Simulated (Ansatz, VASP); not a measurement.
Ta2C in VASP and in Ansatz

INCAR

```
ALGO = Normal ; EDIFF = 1E-7
ENCUT = 520 ; GGA = PS
ISIF = 2 ; ISMEAR = 0
LASPH = True ; LCHARG = False
LREAL = False ; LWAVE = False
NBANDS = 20 ; NELM = 80
PREC = Accurate ; SIGMA = 0.15
```

KPOINTS

```
k-points
0
Gamma
  18 18 10
```

The input POSCAR:

```
Ta2C
1.0
    3.3274482550      0.0000000000      0.0000000000
   -1.6637241275      2.8816547186      0.0000000000
    0.0000000000      0.0000000000      4.9210802832
Ta C
2 1
Direct
    0.3333333333      0.6666666667      0.2528761935
    0.6666666667      0.3333333333      0.7471238065
    0.0000000000      0.0000000000      0.0000000000
```

Input for Ansatz:

```yaml
crystal:
  lattice:
    - [3.327448255, 0.0, 0.0]
    - [-1.6637241275, 2.8816547186, 0.0]
    - [0.0, 0.0, 4.9210802832]
  atoms:
    - { symbol: Ta, position: [0.3333333333, 0.6666666667, 0.2528761935] }
    - { symbol: Ta, position: [0.6666666667, 0.3333333333, 0.7471238065] }
    - { symbol: C, position: [0.0, 0.0, 0.0] }
basis:
  ecutwfc: 420
kpoints:
  mp_grid: { grid: [18, 18, 10] }
hamiltonian:
  xc: pbesol
scf:
  occupations: { method: gaussian, width: 0.15 }
output:
  forces: true
  stress: true
  eigenvalues: true
```

Change from the starting cell: strain +0.0750 x Voigt [1, 1, 0, 0, 0, 0], atoms carried along.

Alike in both runs: task single point; functional PBEsol; k mesh 18 × 18 × 10; occupations gaussian, width 0.15 eV; no spin polarisation.

|  | VASP | Ansatz |
| --- | --- | --- |
| version | VASP 6.6.1 | Ansatz 0.2.0 |
| potentials or method | VASP PAW PBE potentials, release 64 (Ta_pv, C), cutoff 520 eV | scalar-relativistic, plane waves, PAW |
| valence electrons in the cell | 26 | 30 |

```csv
,VASP,Ansatz,Ansatz less VASP
gap on the k mesh at the Fermi level (eV),none,none,-
pressure (GPa),-29.9,-30.1,-0.23
"traceless stress, the component that is largest in VASP (GPa)",12.15,12.22,+0.068
rms of the force components (eV/Å),0.401,0.415,+0.0138
```

VASP's potentials were made for PBE, not for PBEsol. Atom by atom the forces differ by 0.014 eV/Å (rms over components). A gap of «none» marks a metal or a gap that the smearing closes. Both programs put the cell under strong tension, so it lies far from rest at this level. The functional is the same, so the differences come from potentials, cutoffs and numerics. VASP's potentials hold 26 valence electrons a cell and Ansatz's 30, so a difference there can come from the potentials and not from the codes.

Spin-orbit coupling is off throughout.
